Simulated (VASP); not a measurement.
# Sn7H2 in VASP: a series of runs, part 2 of 2

VASP 6.6.1. Earlier steps stand in the parts before.

### Step 3. Single point, PBEsol

Contents of INCAR:

```
PREC     = Accurate       # precision mode
ENCUT    = 520            # plane-wave cutoff, eV
EDIFF    = 1E-6           # SCF threshold, eV
ISMEAR   = 0              # smearing method
SIGMA    = 0.05           # smearing width, eV
LREAL    = Auto         
LASPH    = T              # aspherical terms in the spheres
NELM     = 60             # most SCF steps
ALGO     = Normal         # electronic algorithm
ISIF     = 2              # what is computed and relaxed
LWAVE    = F              # write WAVECAR
LCHARG   = T              # write CHGCAR
LDIPOL   = T            
IDIPOL   = 3            
DIPOL    = 0.5 0.5 0.365
GGA      = PS             # functional
LELF     = T              # ELF
LVHAR    = T            
LVACPOTAV= T            
NBANDS   = 115            # bands
```

Contents of KPOINTS:

```
Automatic mesh
0
Gamma
  6 3 1
```

Contents of POSCAR:

```
Sn7H2
1.0
    4.6255803528      0.0000000000      0.0000000000
    0.0000000000      9.2511607056      0.0000000000
    0.0000000000      0.0000000000     23.6784741770
Sn H
14 4
Direct
    0.0000000000      0.2500000000      0.2118437377
    0.0000000000      0.7500000000      0.2118437377
    0.0000000000      0.5000000000      0.2809102496
    0.0000000000      0.0000000000      0.2809102496
    0.5000000000      0.5000000000      0.3499767614
    0.5000000000      0.0000000000      0.3499767614
    0.5000000000      0.7530665388      0.4238410734
    0.5000000000      0.2479954504      0.4183230225
    0.0000000000      0.7525007533      0.4968751142
    0.0000000000      0.2520339797      0.4868103452
    0.0000000000      0.0145732686      0.5686415444
    0.0000000000      0.4884625128      0.5624829021
    0.5000000000      0.1596329718      0.6149362689
    0.5000000000      0.4665135851      0.6359257970
   -0.3045898427      0.2500000000      0.1694126054
    0.3045898427      0.2500000000      0.1694126054
    0.3027625626      0.7500000000      0.1688415084
   -0.3027625626      0.7500000000      0.1688415084
```

Potentials or basis: VASP PAW PBE potentials, release 64 (Sn_d, H).

Command:

```console
$ cat potpaw_PBE.64/Sn_d/POTCAR potpaw_PBE.64/H/POTCAR > POTCAR
$ mpirun -np 1 vasp_std > vasp.out
```

OUTCAR:

```text
PREC = Accurate
   ENCUT = 520
   EDIFF = 1E-6
   ISMEAR = 0
   LREAL = Auto
   LASPH = T
   NELM = 60
   ISIF = 2
   GGA = PS

 ion  position               nearest neighbor table
   1  0.000  0.250  0.212-  15 1.73  16 1.73   3 2.83   4 2.83
   2  0.000  0.750  0.212-  17 1.73  18 1.73   3 2.83   4 2.83
   3  0.000  0.500  0.281-   5 2.83   5 2.83   1 2.83   2 2.83
   4  0.000  0.000  0.281-   6 2.83   6 2.83   1 2.83   2 2.83
   5  0.500  0.500  0.350-   3 2.83   3 2.83   8 2.84   7 2.92
   6  0.500  0.000  0.350-   8 2.81   4 2.83   4 2.83   7 2.88
[... 1152 lines left out ...]
  Total       -0.8602042     -4.4700050     -4.2137871      0.0000000      0.0818591      0.0000000
  in kB       -1.3601787     -7.0680958     -6.6629569      0.0000000      0.1294378      0.0000000
  external PRESSURE =      -5.0304105 kB  Pullay stress =       0.0000000 kB

 VOLUME and BASIS-vectors are now :
 -----------------------------------------------------------------------------
  energy-cutoff  :      520.00
  volume of cell :     1013.25
      direct lattice vectors                 reciprocal lattice vectors
     4.625580353  0.000000000  0.000000000     0.216189088  0.000000000  0.000000000
     0.000000000  9.251160706  0.000000000     0.000000000  0.108094544  0.000000000
     0.000000000  0.000000000 23.678474177     0.000000000  0.000000000  0.042232451

 POSITION                                       TOTAL-FORCE (eV/Angst)
 -----------------------------------------------------------------------------------
      0.00000      2.31279      5.01614         0.000000     -0.032866      0.228794
      0.00000      6.93837      5.01614         0.000000      0.021458      0.160125
      0.00000      4.62558      6.65153         0.000000      0.075699     -0.127931
      0.00000      0.00000      6.65153         0.000000     -0.064909     -0.092994
      2.31279      4.62558      8.28692         0.000000      0.170935      0.250879
      2.31279      0.00000      8.28692         0.000000     -0.191604      0.034379
[... 10 lines left out ...]
      1.40045      6.93837      3.99791        -0.030098     -0.011616      0.018879
      3.22513      6.93837      3.99791         0.030098     -0.011616      0.018879
 -----------------------------------------------------------------------------------
    total drift:                                0.000000     -0.005379     -0.023101

  FREE ENERGIE OF THE ION-ELECTRON SYSTEM (eV)
  ---------------------------------------------------
  free  energy   TOTEN  =       -68.7381710808 eV

  energy  without entropy=      -68.7370885389  energy(sigma->0) =      -68.73762981

 vacuum level on the upper side and lower side of the slab         4.492         4.757
```

OSZICAR:

```text
N       E                     dE             d eps       ncg     rms          rms(c)
DAV:   1     0.208235302176E+04    0.20824E+04   -0.96627E+04  2032   0.191E+03
DAV:   2     0.254735158699E+03   -0.18276E+04   -0.17981E+04  1912   0.498E+02
DAV:   3    -0.469987190079E+02   -0.30173E+03   -0.29509E+03  2022   0.215E+02
[... 18 lines left out ...]
DAV:  22    -0.687381642325E+02   -0.99926E-05   -0.15277E-06  1228   0.659E-03    0.880E-04
DAV:  23    -0.687381669308E+02   -0.26983E-05   -0.38580E-07  1256   0.392E-03    0.595E-04
DAV:  24    -0.687381690929E+02   -0.21621E-05   -0.24001E-07  1113   0.366E-03    0.332E-04
DAV:  25    -0.687381705776E+02   -0.14847E-05   -0.16696E-07  1130   0.249E-03    0.388E-04
DAV:  26    -0.687381710808E+02   -0.50322E-06   -0.72550E-08  1096   0.213E-03
   1 F= -.68738171E+02 E0= -.68737630E+02  d E =-.108254E-02
```

It took 78 min on 1 thread of Oxide Virtual Turin-like, shared host; peak memory 1.1 GiB.

Results:

```
Free energy            : -68.7382 eV
Largest force          : 0.726 eV/Å
Band gap on the k mesh : 0.13 eV (least direct gap 0.25 eV)
```

Forces on the atoms (eV/Å):
```
Sn   0.000 -0.033  0.229
Sn   0.000  0.021  0.160
Sn   0.000  0.076 -0.128
Sn   0.000 -0.065 -0.093
Sn   0.000  0.171  0.251
Sn   0.000 -0.192  0.034
Sn   0.000  0.016 -0.023
Sn   0.000 -0.004  0.008
Sn   0.000 -0.008  0.017
Sn   0.000 -0.007  0.009
Sn   0.000  0.002  0.000
Sn   0.000  0.008  0.023
Sn   0.000  0.006 -0.726
Sn   0.000  0.002  0.212
H    0.024  0.015 -0.006
H   -0.024  0.015 -0.006
H   -0.030 -0.012  0.019
H    0.030 -0.012  0.019
```

Levels at points of the mesh, in eV from the valence-band top:
```tsv
k point	band 96	band 97	band 98	band 99	band 100	band 101	band 102	band 103	band 104	band 105
(0.00, 0.00, 0.00)	-0.71	-0.50	-0.26	-0.24	-0.12	0.13	0.54	0.99	1.12	1.29
(0.50, 0.00, 0.00)	-1.27	-0.86	-0.71	-0.69	-0.61	0.14	0.39	0.88	1.43	1.68
```

Caveat: the PAW data sets were made with another functional, which shifts forces and pressure a little; spin-orbit coupling is left out, which moves the levels of the heavy elements.

### Step 4. Single point, PBEsol

Contents of INCAR:

```
SYSTEM = Sn7H2
PREC = Accurate
ENCUT = 520
EDIFF = 1E-6
ISMEAR = 0
SIGMA = 0.05
LREAL = Auto
LASPH = .True.
NELM = 100
ALGO = Normal
ISIF = 2
LWAVE = .False.
LCHARG = .False.
LDIPOL = .True.
IDIPOL = 3
DIPOL = 0.5 0.5 0.363
GGA = PS
NBANDS = 115
```

Contents of KPOINTS:

```
regular mesh
0
Gamma
  6 3 1
  0 0 0
```

Contents of POSCAR:

```
Sn7H2
1.0
    4.6255803528      0.0000000000      0.0000000000
    0.0000000000      9.2511607056      0.0000000000
    0.0000000000      0.0000000000     23.6784741770
Sn H
14 4
Direct
    0.0000000000      0.2500000000      0.2118437377
    0.0000000000      0.7500000000      0.2118437377
    0.0000000000      0.5000000000      0.2809102496
    0.0000000000      0.0000000000      0.2809102496
    0.5000000000      0.5000000000      0.3499767614
    0.5000000000      0.0000000000      0.3499767614
    0.5000000000      0.7485803314      0.4217912889
    0.5000000000      0.2511957827      0.4179755029
    0.0000000000      0.7363481574      0.4929371076
    0.0000000000      0.2696504998      0.4871500326
    0.0000000000     -0.0026859084      0.5594872351
    0.0000000000      0.4936368684      0.5723121357
    0.5000000000      0.1623729483      0.5823750492
    0.5000000000      0.4303414872      0.6464416773
   -0.3045898427      0.2500000000      0.1694126054
    0.3045898427      0.2500000000      0.1694126054
    0.3027625626      0.7500000000      0.1688415084
   -0.3027625626      0.7500000000      0.1688415084
```

Command:

```console
$ cat potpaw_PBE.64/Sn_d/POTCAR potpaw_PBE.64/H/POTCAR > POTCAR
$ mpirun -np 1 vasp_std > vasp.out
```

Wall time 84 min (1 thread of Oxide Virtual Turin-like, shared host); peak memory 1.1 GiB.

It converged, with:

```
Free energy            : -68.8477 eV
Largest force          : 0.531 eV/Å
Band gap on the k mesh : 0.11 eV
```

Forces in eV/Å, atoms in the order of the input:
```
Sn   0.000  0.028  0.219
Sn   0.000 -0.044  0.165
Sn   0.000  0.045 -0.133
Sn   0.000 -0.011 -0.127
Sn   0.000  0.172 -0.061
Sn   0.000 -0.207  0.123
Sn   0.000  0.010 -0.007
Sn   0.000  0.008  0.028
Sn   0.000  0.005  0.008
Sn   0.000 -0.031 -0.004
Sn   0.000 -0.014 -0.007
Sn   0.000 -0.010 -0.024
Sn   0.000  0.010  0.318
Sn   0.000  0.016 -0.531
H    0.029 -0.005 -0.004
H   -0.029 -0.005 -0.004
H   -0.029  0.016  0.021
H    0.029  0.016  0.021
```

Levels at points of the mesh, in eV from the valence-band top:
```csv
k point,band 97,band 98,band 99,band 100,band 101,band 102,band 103,band 104
"(0.00, 0.00, 0.00)",-0.67,-0.40,-0.19,-0.10,0.30,0.65,0.84,0.95
"(0.50, 0.00, 0.00)",-0.96,-0.81,-0.70,-0.64,0.38,0.44,0.91,1.32
```

Caveat: the PAW data sets were made with another functional, which shifts forces and pressure a little; spin-orbit coupling is left out, which moves the levels of the heavy elements.

### Step 5. Single point, PBEsol

Contents of INCAR:

```
ALGO = Normal
DIPOL = 0.5 0.5 0.363
EDIFF = 1E-6
ENCUT = 520
GGA = PS
IDIPOL = 3
ISIF = 2
ISMEAR = 0
LASPH = True
LCHARG = False
LDIPOL = True
LREAL = Auto
LWAVE = False
NBANDS = 115
NELM = 80
PREC = Accurate
SIGMA = 0.05
```

Contents of KPOINTS:

```
k-points
0
Gamma
  6 3 1
```

Contents of POSCAR:

```
Sn7H2
1.0
    4.6255803528      0.0000000000      0.0000000000
    0.0000000000      9.2511607056      0.0000000000
    0.0000000000      0.0000000000     23.6784741770
Sn H
14 4
Direct
    0.0000000000      0.2500000000      0.2118437377
    0.0000000000      0.7500000000      0.2118437377
    0.0000000000      0.5000000000      0.2809102496
    0.0000000000      0.0000000000      0.2809102496
    0.5000000000      0.5000000000      0.3499767614
    0.5000000000      0.0000000000      0.3499767614
    0.5000000000      0.7512739167      0.4213272810
    0.5000000000      0.2497291767      0.4175364080
    0.0000000000      0.7435239388      0.4919112029
    0.0000000000      0.2571263330      0.4855440977
    0.0000000000      0.0017051160      0.5611530069
    0.0000000000      0.4919893972      0.5632527973
    0.5000000000      0.1593850544      0.5928909295
    0.5000000000      0.4492899860      0.6359257970
   -0.3045898427      0.2500000000      0.1694126054
    0.3045898427      0.2500000000      0.1694126054
    0.3027625626      0.7500000000      0.1688415084
   -0.3027625626      0.7500000000      0.1688415084
```

Command:

```console
$ cat potpaw_PBE.64/Sn_d/POTCAR potpaw_PBE.64/H/POTCAR > POTCAR
$ mpirun -np 1 vasp_std > vasp.out
```

It took 85 min on 1 thread of Oxide Virtual Turin-like, shared host; peak memory 1.1 GiB.

Results (log left out):

* Free energy: -68.9472 eV
* Largest force: 0.225 eV/Å
* Band gap on the k mesh: 0.31 eV

Forces in eV/Å, atoms in the order of the input:
```
Sn   0.000 -0.011  0.225
Sn   0.000 -0.009  0.163
Sn   0.000  0.059 -0.142
Sn   0.000 -0.042 -0.117
Sn   0.000  0.154  0.005
Sn   0.000 -0.148 -0.048
Sn   0.000 -0.009 -0.027
Sn   0.000 -0.033 -0.024
Sn   0.000  0.008  0.002
Sn   0.000  0.015 -0.001
Sn   0.000  0.004 -0.009
Sn   0.000 -0.001  0.034
Sn   0.000 -0.009 -0.077
Sn   0.000  0.015 -0.016
H    0.027  0.006 -0.005
H   -0.027  0.006 -0.005
H   -0.032 -0.002  0.020
H    0.032 -0.002  0.020
```

Levels at points of the mesh, in eV from the valence-band top:
```csv
k point,band 97,band 98,band 99,band 100,band 101,band 102,band 103,band 104
"(0.00, 0.00, 0.00)",-0.52,-0.28,-0.24,-0.07,0.35,0.62,1.03,1.07
"(0.50, 0.00, 0.00)",-0.86,-0.76,-0.67,-0.61,0.42,0.52,1.00,1.47
```

Caveat: the PAW data sets were made with another functional, which shifts forces and pressure a little; spin-orbit coupling is left out, which moves the levels of the heavy elements.

### Step 6. Single point, PBEsol

Contents of INCAR:

```
SYSTEM = Sn7H2
PREC = Accurate
ENCUT = 520
EDIFF = 1E-6
ISMEAR = 0
SIGMA = 0.05
LREAL = Auto
LASPH = .TRUE.
NELM = 80
ALGO = Normal
ISIF = 2
LWAVE = .FALSE.
LCHARG = .FALSE.
LDIPOL = .TRUE.
IDIPOL = 3
DIPOL = 0.5 0.5 0.360
GGA = PS
NBANDS = 115
```

Contents of KPOINTS:

```
regular mesh
0
G
  6 3 1
  0 0 0
```

Contents of POSCAR:

```
Sn7H2
1.0
    4.6255803528      0.0000000000      0.0000000000
    0.0000000000      9.2511607056      0.0000000000
    0.0000000000      0.0000000000     23.6784741770
Sn H
14 4
Direct
    0.0000000000      0.2500000000      0.2118437377
    0.0000000000      0.7500000000      0.2118437377
    0.0000000000      0.5000000000      0.2809102496
    0.0000000000      0.0000000000      0.2809102496
    0.5000000000      0.5000000000      0.3499767614
    0.5000000000      0.0000000000      0.3499767614
    0.5000000000      0.7537997214      0.4188813402
    0.5000000000      0.2472663021      0.4152933447
    0.0000000000      0.7578622649      0.4876197005
    0.0000000000      0.2427678794      0.4811361963
    0.0000000000      0.0031571277      0.5632671816
    0.0000000000      0.4942715500      0.5474062715
    0.5000000000      0.1633866865      0.5928909295
    0.5000000000      0.4647268698      0.6149362689
   -0.3045898427      0.2500000000      0.1694126054
    0.3045898427      0.2500000000      0.1694126054
    0.3027625626      0.7500000000      0.1688415084
   -0.3027625626      0.7500000000      0.1688415084
```

Potentials or basis: VASP PAW PBE potentials, release 64 (Sn_d, H).

Command:

```console
$ cat potpaw_PBE.64/Sn_d/POTCAR potpaw_PBE.64/H/POTCAR > POTCAR
$ mpirun -np 1 vasp_std > vasp.out
```

Wall time 60 min (1 thread of Oxide Virtual Turin-like, shared host); peak memory 1.1 GiB.

The run converged. Its results:

| Property | Result |
| --- | --- |
| Free energy | -68.7671 eV |
| Largest force | 0.714 eV/Å |
| Band gap on the k mesh | 0.14 eV (least direct gap 0.39 eV) |

Forces in eV/Å, atoms in the order of the input:
```
Sn   0.000 -0.056  0.238
Sn   0.000  0.037  0.166
Sn   0.000  0.079 -0.158
Sn   0.000 -0.064 -0.126
Sn   0.000  0.124 -0.078
Sn   0.000 -0.142 -0.486
Sn   0.000 -0.013  0.005
Sn   0.000  0.004  0.011
Sn   0.000  0.006  0.013
Sn   0.000  0.006  0.000
Sn   0.000  0.010 -0.011
Sn   0.000 -0.029 -0.010
Sn   0.000 -0.009 -0.315
Sn   0.000  0.032  0.713
H    0.027  0.022 -0.001
H   -0.027  0.022 -0.001
H   -0.030 -0.014  0.021
H    0.030 -0.014  0.021
```

Levels at points of the mesh, in eV from the valence-band top:
| k point | band 97 | band 98 | band 99 | band 100 | band 101 | band 102 | band 103 | band 104 |
| --- | --- | --- | --- | --- | --- | --- | --- | --- |
| (0.00, 0.00, 0.00) | -0.60 | -0.56 | -0.35 | -0.25 | 0.14 | 0.48 | 0.83 | 0.94 |
| (0.50, 0.00, 0.00) | -1.06 | -0.96 | -0.84 | -0.75 | 0.18 | 0.36 | 0.89 | 1.37 |

Caveat: the PAW data sets were made with another functional, which shifts forces and pressure a little; spin-orbit coupling is left out, which moves the levels of the heavy elements.

### Step 7. Overview

```tsv
cell	gap on the mesh (eV)	largest force (eV/Å)
as given, atomic positions A	0.10	0.63
as given, atomic positions B	0.13	0.73
as given, atomic positions C	0.11	0.53
as given, atomic positions D	0.31	0.23
as given, atomic positions E	0.14	0.71
```

Alike in all rows: task single point; level PBEsol; potentials or basis VASP PAW PBE potentials, release 64 (Sn_d, H); no spin polarisation; k mesh 6 × 3 × 1; cutoff (eV) 520; smearing gaussian 0.05 eV.

Caveats: the PAW data sets were made with another functional, which shifts forces and pressure a little; spin-orbit coupling is left out, which moves the levels of the heavy elements.

Absolute energies hang on the potentials; compare differences alone.
